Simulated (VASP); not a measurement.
# Rb (Pm-3m) in VASP: notebook

The runs below take Rb through single point, with PBEsol.

Program: VASP 6.6.1. These are calculated values, not measurements. Logs are shortened: lines on timing, memory, paths and dates and some standing lists are left out, and cuts for length are marked.

### 1 The cell of the first run

The structure is cubic, space group Pm-3m (No. 221). Conventional cell: a = 3.433 Å, b = 3.433 Å, c = 3.433 Å, α = 90.00°, β = 90.00°, γ = 90.00°. Rb (site symmetry m-3m) has 6 Rb at 3.43 Å within 4.5 Å.

### 2 Single point, PBEsol (volume scaled by 0.43)

Contents of INCAR:

```
PREC = Accurate
ENCUT = 520
EDIFF = 1E-7
ISMEAR = -1
SIGMA = 0.1
LREAL = False
LASPH = True
NELM = 100
ALGO = Normal
ISIF = 2
LWAVE = False
LCHARG = False
GGA = PS
NBANDS = 10
```

Contents of KPOINTS:

```
Automatic mesh
0
Gamma
  9 9 9
```

Contents of POSCAR:

```
Rb
1.0
    3.4327599667      0.0000000000      0.0000000000
    0.0000000000      3.4327599667      0.0000000000
    0.0000000000      0.0000000000      3.4327599667
Rb
1
Direct
    0.0000000000      0.0000000000      0.0000000000
```

Potentials or basis: VASP PAW PBE potentials, release 64 (Rb_sv).

Run with:

```sh
$ cat potpaw_PBE.64/Rb_sv/POTCAR > POTCAR
$ mpirun -np 1 vasp_std > vasp.out
```

OUTCAR:

```text
PREC = Accurate
   ENCUT = 520
   EDIFF = 1E-7
   ISMEAR = -1
   LREAL = False
   LASPH = True
   NELM = 100
   ISIF = 2
   GGA = PS

 ion  position               nearest neighbor table
   1  0.000  0.000  0.000-

  LATTYP: Found a simple cubic cell.
 ALAT       =     3.4327599667

  Lattice vectors:

 A1 = (   3.4327599667,   0.0000000000,   0.0000000000)
 A2 = (   0.0000000000,   3.4327599667,   0.0000000000)
 A3 = (   0.0000000000,   0.0000000000,   3.4327599667)

Analysis of symmetry for initial positions (statically):
=====================================================================
 Subroutine PRICEL returns:
 Original cell was already a primitive cell.

 Routine SETGRP: Setting up the symmetry group for a
 simple cubic supercell.

 Subroutine GETGRP returns: Found 48 space group operations
[... 9 lines left out ...]

 Routine SETGRP: Setting up the symmetry group for a
 simple cubic supercell.

 Subroutine GETGRP returns: Found 48 space group operations
[... 11 lines left out ...]
                                     Primitive cell

  volume of cell :      40.4511

  direct lattice vectors                    reciprocal lattice vectors
     3.432759967  0.000000000  0.000000000     0.291310785  0.000000000  0.000000000
     0.000000000  3.432759967  0.000000000     0.000000000  0.291310785  0.000000000
     0.000000000  0.000000000  3.432759967     0.000000000  0.000000000  0.291310785

  length of vectors
     3.432759967  3.432759967  3.432759967     0.291310785  0.291310785  0.291310785

  position of ions in fractional coordinates (direct lattice)
     0.000000000  0.000000000  0.000000000

  ion indices of the primitive-cell ions
   primitive index   ion index
                 1           1

----------------------------------------------------------------------------------------

 KPOINTS: Automatic mesh

Automatic generation of k-mesh.
 Grid dimensions read from file:
 generate k-points for:    9    9    9

 Generating k-lattice:

  Cartesian coordinates                     Fractional coordinates (reciprocal lattice)
     0.032367865  0.000000000  0.000000000     0.111111111  0.000000000  0.000000000
     0.000000000  0.032367865  0.000000000     0.000000000  0.111111111  0.000000000
     0.000000000  0.000000000  0.032367865     0.000000000  0.000000000  0.111111111

  Length of vectors
     0.032367865  0.032367865  0.032367865

  Shift w.r.t. Gamma in fractional coordinates (k-lattice)
     0.000000000  0.000000000  0.000000000

 Subroutine IBZKPT returns following result:
 ===========================================

 Found     35 irreducible k-points:

 Following reciprocal coordinates:
            Coordinates               Weight
  0.000000  0.000000  0.000000      1.000000
  0.111111  0.000000  0.000000      6.000000
  0.222222  0.000000  0.000000      6.000000
  0.333333  0.000000  0.000000      6.000000
  0.444444  0.000000  0.000000      6.000000
  0.111111  0.111111  0.000000     12.000000
[... 16 lines left out ...]
  0.333333  0.333333  0.111111     24.000000
  0.444444  0.333333  0.111111     48.000000
 [... further k-points ...]
   k-points           NKPTS =     35   k-points in BZ     NKDIM =     35   number of bands    NBANDS=     10
   number of dos      NEDOS =    301   number of ions     NIONS =      1
   total plane-waves  NPLWV =  21952
   dimension x,y,z NGX =    28 NGY =   28 NGZ =   28
   dimension x,y,z NGXF=    56 NGYF=   56 NGZF=   56
   ions per type =               1
   NGX,Y,Z   is equivalent  to a cutoff of  13.56, 13.56, 13.56 a.u.
   NGXF,Y,Z  is equivalent  to a cutoff of  27.12, 27.12, 27.12 a.u.
 SYSTEM =  unknown system
   PREC   = accura    normal or accurate (medium, high low for compatibility)
   ISTART =      0    job   : 0-new  1-cont  2-samecut
   ICHARG =      2    charge: 1-file 2-atom 10-const
   ISPIN  =      1    spin polarized calculation?
   LNONCOLLINEAR =      F non collinear calculations
   LSORBIT =      F    spin-orbit coupling
   LASPH  =      T    aspherical Exc in radial PAW
   ENCUT  =  520.0 eV  38.22 Ry    6.18 a.u.   6.38  6.38  6.38*2*pi/ulx,y,z
   NELM   =    100;   NELMIN=  2; NELMDL= -5     # of ELM steps
   EDIFF  = 0.1E-06   stopping-criterion for ELM
   LREAL  =      F    real-space projection
   EDIFFG = 0.1E-05   stopping-criterion for IOM
   NSW    =      0    number of steps for IOM
   IBRION =     -1    ionic relax: 0-MD 1-quasi-New 2-CG
   NFREE  =      0    steps in history (QN), initial steepest desc. (CG)
   ISIF   =      2    stress and relaxation
   ISYM   =      2    0-nonsym 1-usesym 2-fastsym
   POTIM  = 0.5000    time-step for ionic-motion
   TEBEG  =    0.0;   TEEND  =   0.0 temperature during run
   PSTRESS=    0.0 pullay stress
   NELECT =       9.0000    total number of electrons
   NUPDOWN=      -1.0000    fix difference up-down
   EMIN   =  10.00;   EMAX   =-10.00  energy-range for DOS
   EFERMI =   0.00;   METHOD = LEGACY
   ISMEAR =    -1;   SIGMA  =   0.10  broadening in eV -4-tet -1-fermi 0-gaus
   EFERMI_NEDOS =   21; number of points for ismear=-14 and -15
   IALGO  =     38    algorithm
   IMIX   =      4    mixing-type and parameters
     AMIX     =   0.40;   BMIX     =  1.00
     AMIX_MAG =   1.60;   BMIX_MAG =  1.00
  volume/ion in A,a.u.               =      40.45       272.98
  Fermi-wavevector in a.u.,A,eV,Ry     =   0.992001  1.874611 13.389038  0.984067
  Thomas-Fermi vector in A             =   2.123782
   LORBIT       =      0    0 simple, 1 ext, 2 COOP (PROOUT), +10 PAW based schemes
   GGA     = PS    functional components
   LHFCALC =     F    Hartree Fock is set to
   AEXX    =    0.0000 exact exchange contribution
   IVDW    =     0    specifies the selected vdW correction
   LEPSILON=     F    determine dielectric tensor
   LRPA    =     F    only Hartree local field effects (RPA)
 non-spin polarized calculation
  energy-cutoff  :      520.00
  volume of cell :       40.45
 maximum number of plane-waves:      1101
 NGX is ok and might be reduce to    28
   NGX = 13   NGY = 13   NGZ = 13

 number of electron       9.0000000 magnetization

 Free energy of the ion-electron system (eV)
  ---------------------------------------------------
  ext. energy  EPLUGINS =         0.00000000
  ---------------------------------------------------
  free energy    TOTEN  =        -0.25251056 eV

  energy without entropy =       -0.20573560  energy(sigma->0) =       -0.22912308

 E-fermi :   2.5006     XC(G=0):  -8.0169

 val. band max:        2.4888278034   @ k =   0.4444   0.3333   0.1111
 cond. band min:       2.5102169825   @ k =   0.4444   0.4444   0.2222
 fundamental gap:      0.0213891791
 Fermi energy:         2.5006052975

 k-point     1 :       0.0000    0.0000    0.0000
  band No.  band energies     occupation
      1     -26.7018      2.00000
      2     -10.1419      2.00000
      3     -10.1419      2.00000
      4     -10.1419      2.00000
      5      -0.2739      2.00000
      6       4.4324      0.00000
      7       4.4324      0.00000
      8      11.5528      0.00000
      9      11.5528      0.00000
     10      11.5528      0.00000

 k-point     2 :       0.1111    0.0000    0.0000
  band No.  band energies     occupation
      1     -26.6850      2.00000
      2     -10.3331      2.00000
      3     -10.1259      2.00000
      4     -10.1259      2.00000
      5      -0.0083      2.00000
      6       4.5293      0.00000
      7       4.6633      0.00000
      8      10.5754      0.00000
      9      10.5754      0.00000
     10      11.6036      0.00000

 k-point     3 :       0.2222    0.0000    0.0000
  band No.  band energies     occupation
      1     -26.6421      2.00000
      2     -10.7805      2.00000
      3     -10.0847      2.00000
      4     -10.0847      2.00000
      5       0.6748      2.00000
      6       4.7970      0.00000
      7       5.0808      0.00000
      8       9.3309      0.00000
      9       9.3309      0.00000
     10      11.0671      0.00000

 k-point     4 :       0.3333    0.0000    0.0000
  band No.  band energies     occupation
      1     -26.5925      2.00000
      2     -11.2396      2.00000
      3     -10.0372      2.00000
      4     -10.0372      2.00000
      5       1.5858      1.99979
      6       4.9200      0.00000
      7       5.1535      0.00000
      8       8.4038      0.00000
      9       8.4038      0.00000
     10      11.4787      0.00000

 k-point     5 :       0.4444    0.0000    0.0000
  band No.  band energies     occupation
      1     -26.5596      2.00000
      2     -11.5170      2.00000
      3     -10.0057      2.00000
      4     -10.0057      2.00000
      5       2.5430      0.79131
      6       4.1224      0.00000
      7       5.4299      0.00000
      8       7.9161      0.00000
      9       7.9161      0.00000
     10      11.9970      0.00000

 k-point     6 :       0.1111    0.1111    0.0000
  band No.  band energies     occupation
      1     -26.6684      2.00000
      2     -10.3347      2.00000
      3     -10.2946      2.00000
      4     -10.1099      2.00000
      5       0.2510      2.00000
      6       4.6833      0.00000
      7       4.8398      0.00000
      8       9.5809      0.00000
      9      10.3605      0.00000
     10      11.0768      0.00000
[... 183 lines left out ...]
 k-point    21 :       0.3333    0.2222    0.1111
  band No.  band energies     occupation
      1     -26.5194      2.00000
      2     -11.1197      2.00000
      3     -10.6071      2.00000
      4     -10.1514      2.00000
      5       2.3554      1.62056
      6       4.8853      0.00000
      7       6.1252      0.00000
      8       7.2682      0.00000
      9       8.5358      0.00000
     10       9.3404      0.00000

 k-point    22 :       0.4444    0.2222    0.1111
  band No.  band energies     occupation
      1     -26.4874      2.00000
      2     -11.3852      2.00000
      3     -10.5640      2.00000
      4     -10.1175      2.00000
      5       2.9365      0.02527
      6       4.2910      0.00000
      7       6.3013      0.00000
      8       6.7506      0.00000
      9       9.0986      0.00000
     10       9.5140      0.00000

 k-point    23 :       0.3333    0.3333    0.1111
  band No.  band energies     occupation
      1     -26.4720      2.00000
      2     -11.0656      2.00000
      3     -11.0086      2.00000
      4     -10.1023      2.00000
      5       2.5341      0.83417
      6       4.7761      0.00000
      7       6.5270      0.00000
      8       7.2661      0.00000
      9       8.7417      0.00000
     10       9.1746      0.00000

 k-point    24 :       0.4444    0.3333    0.1111
  band No.  band energies     occupation
      1     -26.4406      2.00000
      2     -11.2982      2.00000
      3     -10.9829      2.00000
      4     -10.0696      2.00000
      5       2.4888      1.05882
      6       4.9298      0.00000
      7       6.3987      0.00000
      8       7.1163      0.00000
      9       9.1725      0.00000
     10       9.5259      0.00000

 [... further k-points ...]
[... 5 lines left out ...]
  --------------------------------------------------------------------------------------
  -------------------------------------------------------------------------------------
  Total        1.7385094      1.7385094      1.7385094     -0.0000000      0.0000000     -0.0000000
  in kB       68.8584630     68.8584630     68.8584630     -0.0000000      0.0000000     -0.0000000
  external PRESSURE =      68.8584630 kB  Pullay stress =       0.0000000 kB

 VOLUME and BASIS-vectors are now :
 -----------------------------------------------------------------------------
  energy-cutoff  :      520.00
  volume of cell :       40.45
      direct lattice vectors                 reciprocal lattice vectors
     3.432759967  0.000000000  0.000000000     0.291310785  0.000000000  0.000000000
     0.000000000  3.432759967  0.000000000     0.000000000  0.291310785  0.000000000
     0.000000000  0.000000000  3.432759967     0.000000000  0.000000000  0.291310785

 POSITION                                       TOTAL-FORCE (eV/Angst)
 -----------------------------------------------------------------------------------
      0.00000      0.00000      0.00000         0.000000      0.000000      0.000000
 -----------------------------------------------------------------------------------
    total drift:                               -0.000000      0.000000     -0.000000

  FREE ENERGIE OF THE ION-ELECTRON SYSTEM (eV)
  ---------------------------------------------------
  free  energy   TOTEN  =        -0.2525105634 eV

  energy  without entropy=       -0.2057356043  energy(sigma->0) =       -0.22912308
```

Wall time 10 s (1 thread of Intel Xeon Platinum 8259CL at 2.50GHz (Skylake/Cascade Lake), shared host); peak memory 0.15 GiB.

Results:

```
Free energy : -0.2525 eV
Pressure    : 6.9 GPa
```

Caveat: the PAW data sets were made with another functional, which shifts forces and pressure a little.

### 3 Single point, PBEsol (volume scaled by 0.43)

Contents of INCAR:

```
SYSTEM = Rb
PREC = Accurate
ENCUT = 520
EDIFF = 1E-7
ISMEAR = -1
SIGMA = 0.1
LREAL = .False.
LASPH = .True.
NELM = 80
ALGO = Normal
ISIF = 2
LWAVE = .False.
LCHARG = .True.
GGA = PS
LELF = .True.
LVHAR = .True.
NBANDS = 10
```

Contents of KPOINTS:

```
regular mesh
0
Gamma
  9 9 9
  0 0 0
```

POSCAR is that of step 2.

Potentials or basis: VASP PAW PBE potentials, release 64 (Rb_sv).

Run with:

```sh
$ cat potpaw_PBE.64/Rb_sv/POTCAR > POTCAR
$ mpirun -np 1 vasp_std > vasp.out
```

OUTCAR:

```text
SYSTEM = Rb
   PREC = Accurate
   ENCUT = 520
   EDIFF = 1E-7
   ISMEAR = -1
   LREAL = .False.
   LASPH = .True.
   NELM = 80
   ISIF = 2
   GGA = PS

 ion  position               nearest neighbor table
   1  0.000  0.000  0.000-

  LATTYP: Found a simple cubic cell.
 ALAT       =     3.4327599667

  Lattice vectors:

 A1 = (   3.4327599667,   0.0000000000,   0.0000000000)
 A2 = (   0.0000000000,   3.4327599667,   0.0000000000)
 A3 = (   0.0000000000,   0.0000000000,   3.4327599667)

Analysis of symmetry for initial positions (statically):
=====================================================================
 Subroutine PRICEL returns:
 Original cell was already a primitive cell.

 Routine SETGRP: Setting up the symmetry group for a
 simple cubic supercell.

 Subroutine GETGRP returns: Found 48 space group operations
[... 9 lines left out ...]

 Routine SETGRP: Setting up the symmetry group for a
 simple cubic supercell.

 Subroutine GETGRP returns: Found 48 space group operations
[... 11 lines left out ...]
                                     Primitive cell

[... 132 lines left out ...]
  free energy    TOTEN  =        -0.25251056 eV

  energy without entropy =       -0.20573560  energy(sigma->0) =       -0.22912308

 E-fermi :   2.5006     XC(G=0):  -8.0169

 val. band max:        2.4888278034   @ k =   0.4444   0.3333   0.1111
 cond. band min:       2.5102169825   @ k =   0.4444   0.4444   0.2222
 fundamental gap:      0.0213891791
 Fermi energy:         2.5006052975

 k-point     1 :       0.0000    0.0000    0.0000
  band No.  band energies     occupation
      1     -26.7018      2.00000
      2     -10.1419      2.00000
      3     -10.1419      2.00000
      4     -10.1419      2.00000
      5      -0.2739      2.00000
      6       4.4324      0.00000
      7       4.4324      0.00000
      8      11.5528      0.00000
      9      11.5528      0.00000
     10      11.5528      0.00000
[... 287 lines left out ...]
 k-point    24 :       0.4444    0.3333    0.1111
  band No.  band energies     occupation
      1     -26.4406      2.00000
      2     -11.2982      2.00000
      3     -10.9829      2.00000
      4     -10.0696      2.00000
      5       2.4888      1.05882
      6       4.9298      0.00000
      7       6.3987      0.00000
      8       7.1163      0.00000
      9       9.1725      0.00000
     10       9.5259      0.00000

 [... further k-points ...]
[... 5 lines left out ...]
  --------------------------------------------------------------------------------------
  -------------------------------------------------------------------------------------
  Total        1.7385094      1.7385094      1.7385094     -0.0000000      0.0000000     -0.0000000
  in kB       68.8584630     68.8584630     68.8584630     -0.0000000      0.0000000     -0.0000000
  external PRESSURE =      68.8584630 kB  Pullay stress =       0.0000000 kB

 VOLUME and BASIS-vectors are now :
 -----------------------------------------------------------------------------
  energy-cutoff  :      520.00
  volume of cell :       40.45
      direct lattice vectors                 reciprocal lattice vectors
     3.432759967  0.000000000  0.000000000     0.291310785  0.000000000  0.000000000
     0.000000000  3.432759967  0.000000000     0.000000000  0.291310785  0.000000000
     0.000000000  0.000000000  3.432759967     0.000000000  0.000000000  0.291310785

 POSITION                                       TOTAL-FORCE (eV/Angst)
 -----------------------------------------------------------------------------------
      0.00000      0.00000      0.00000         0.000000      0.000000      0.000000
 -----------------------------------------------------------------------------------
    total drift:                               -0.000000      0.000000     -0.000000

  FREE ENERGIE OF THE ION-ELECTRON SYSTEM (eV)
  ---------------------------------------------------
  free  energy   TOTEN  =        -0.2525105634 eV

  energy  without entropy=       -0.2057356043  energy(sigma->0) =       -0.22912308
```

Wall time 11 s (1 thread of Intel Xeon Platinum 8259CL at 2.50GHz (Skylake/Cascade Lake), shared host); peak memory 0.16 GiB.

What came out:

| Property | Result |
| --- | --- |
| Free energy | -0.2525 eV |
| Pressure | 6.9 GPa |

Caveat: the PAW data sets were made with another functional, which shifts forces and pressure a little.

[end of part 1 of 2]
